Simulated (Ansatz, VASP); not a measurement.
## Two plane-wave programs on Si2B3

```
Si B
1.0
     3.08423    0.00000    0.00000
    -1.54212    2.67102    0.00000
     0.00000    0.00000    5.76621
Si B
2 3
Direct
  0.66667 0.33333 0.81373
  0.33333 0.66667 0.18627
  0.00000 0.00000 0.00000
  0.33333 0.66667 0.52630
  0.66667 0.33333 0.47370
```

Alike in both runs: functional PBE; k mesh 5 × 5 × 3; occupations gaussian, width 0.2 eV; no spin polarisation.

Ansatz relaxed the structure, and its values are those at the end. VASP's run is a single point on that final structure, the one shown.

|  | VASP | Ansatz |
| --- | --- | --- |
| version | VASP 6.6.1 | Ansatz 0.2.0 |
| potentials or method | VASP PAW PBE potentials, release 64 (Si, B), cutoff 500 eV | scalar-relativistic, plane waves, PAW |
| valence electrons in the cell | 17 | 17 |

```csv
,VASP,Ansatz,Ansatz less VASP
gap on the k mesh at the Fermi level (eV),none,none,-
pressure (GPa),0.0,0.0,+0.04
```

A gap of «none» marks a metal or a gap that the smearing closes. The functional is the same, so the differences come from potentials, cutoffs and numerics.

The k mesh is coarse, so the values compare programs but aren't converged.
